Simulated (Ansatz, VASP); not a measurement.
## One calculation of TiSi8O16, two programs

```
CELL_PARAMETERS angstrom
-4.17730 -4.17730 0.00000
4.17730 -4.17730 0.00000
0.00000 0.00000 5.33100
ATOMIC_POSITIONS crystal
Si 0.47847 0.47946 0.01104
Si 0.00827 0.48641 0.27426
Si 0.49795 0.49511 0.51172
Si 0.00208 0.49702 0.75132
Si 0.01828 0.05245 0.98961
Si 0.48243 0.00617 0.24990
Si 0.99634 0.98323 0.50344
Si 0.49779 0.01641 0.73869
O 0.18711 0.49621 0.00895
O 0.01745 0.19521 0.26594
O 0.80652 0.47244 0.00944
O 0.00986 0.76947 0.29756
O 0.19929 0.49949 0.51471
O 0.03366 0.20060 0.72847
O 0.79877 0.47575 0.51259
O 0.98708 0.79197 0.74611
O 0.70742 0.09231 0.91800
O 0.49000 0.66264 0.26512
O 0.30014 0.00209 0.99128
O 0.48476 0.29268 0.25727
O 0.69767 0.00007 0.49517
O 0.51287 0.69757 0.77105
O 0.30566 0.98297 0.50202
O 0.46613 0.31443 0.74709
Ti 0.75693 0.80146 0.05846
```

Alike in both runs: functional r2SCAN; dispersion D3(BJ); k mesh 2 × 2 × 2; occupations fermi-dirac, width 0.02 eV; no spin polarisation.

Ansatz relaxed the structure, and its values are those at the end. VASP's run is a single point on that final structure, the one shown.

|  | VASP | Ansatz |
| --- | --- | --- |
| version | VASP 6.6.1 | Ansatz 0.2.0 |
| potentials or method | VASP PAW PBE potentials, release 64 (Si, O, Ti_sv), cutoff 520 eV | scalar-relativistic, plane waves, PAW |
| valence electrons in the cell | 140 | 140 |

```csv
,VASP,Ansatz,Ansatz less VASP
rms of the force components (eV/Å),0.024,0.006,-0.0178
```

VASP's potentials were made for PBE, not for r2SCAN. Ansatz's warnings: dispersion damping borrowed.

The k mesh is coarse, so the values compare programs but aren't converged.
